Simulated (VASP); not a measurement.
Here is a VASP 6.6.1 calculation.

The input INCAR:

```
SYSTEM = FeCo2
PREC = Accurate ; ENCUT = 520
EDIFF = 1E-7 ; ISMEAR = 0
SIGMA = 0.2 ; LREAL = .False.
LASPH = .True. ; NELM = 150
ALGO = Fast ; ISIF = 2
LWAVE = .False. ; LCHARG = .False.
ISPIN = 2 ; MAGMOM = 2.75 2.75 1.93 1.93 1.93 1.93
LORBIT = 11 ; LMAXMIX = 4
GGA = PE ; NBANDS = 39
```

The input KPOINTS:

```
regular mesh
0
Gamma
  12 12 2
  0 0 0
```

Contents of POSCAR:

```
FeCo2
1.0
    2.5086876548     -0.0000000289      0.0000000000
   -1.2543438024      2.1725872536      0.0000000000
    0.0000000000      0.0000000000     12.3653294000
Fe Co
2 4
Direct
    0.0000000000      0.0000000000      0.2500000000
    0.0000000000      0.0000000000      0.7500000000
    0.6666666667      0.3333333333      0.4190770000
    0.6666666667      0.3333333333      0.9190770000
    0.3333333333      0.6666666667      0.0809230000
    0.3333333333      0.6666666667      0.5809230000
```

Potentials or basis: VASP PAW PBE potentials, release 64 (Fe, Co).

Command:

```sh
$ cat potpaw_PBE.64/Fe/POTCAR potpaw_PBE.64/Co/POTCAR > POTCAR
$ mpirun -np 1 vasp_std > vasp.out
```

(1) What does it give for the net moment?

(2) Predict the pressure.

Results:

(1) 11.63 μB per cell.

(2) -0.4 GPa.
